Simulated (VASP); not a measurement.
**Ru2Rh: single point with PBE**

The system is Ru2Rh.

```xyz
3
Lattice="0.0000 2.9193 2.9193 2.9193 0.0000 2.9193 2.9193 2.9193 0.0000" Properties=species:S:1:pos:R:3 pbc="T T T"
Ru    1.4596    1.4596    1.4596
Ru    4.3789    4.3789    4.3789
Rh    0.0000    0.0000    0.0000
```

The cell was built from a structure type or drawn by symmetry, and may not be a known phase.

```
Program             : VASP 6.6.1
Task                : single point
Functional          : PBE
Potentials or basis : VASP PAW PBE potentials, release 64 (Ru_pv, Rh_pv)
Cutoff              : 520 eV
k mesh              : 6 × 6 × 6
Occupations         : gaussian, width 0.1 eV
Spin                : no spin polarisation
```

```
Pressure               : 0.0 GPa
Band gap on the k mesh : zero (an odd number of electrons rules out a gap without spin polarisation)
```

Levels at points of the mesh, in eV from the Fermi level:
| k point | band 17 | band 18 | band 19 | band 20 | band 21 | band 22 | band 23 | band 24 | band 25 | band 26 |
| --- | --- | --- | --- | --- | --- | --- | --- | --- | --- | --- |
| (0.00, 0.00, 0.00) | -3.31 | -3.31 | -0.13 | -0.13 | 0.81 | 0.81 | 0.81 | 1.30 | 1.30 | 9.58 |
| (0.50, 0.00, 0.00) | -2.19 | -2.19 | -1.35 | -1.35 | -0.50 | -0.02 | -0.02 | 0.85 | 0.85 | 2.15 |
| (0.50, 0.50, 0.00) | -2.61 | -1.32 | -1.32 | -0.27 | 0.10 | 1.20 | 1.22 | 1.22 | 1.25 | 2.81 |

Run time: 13 s on 1 thread of Intel(R) Xeon(R) 6975P-C (Granite Rapids), with other jobs on the host, peak memory 0.17 GiB.
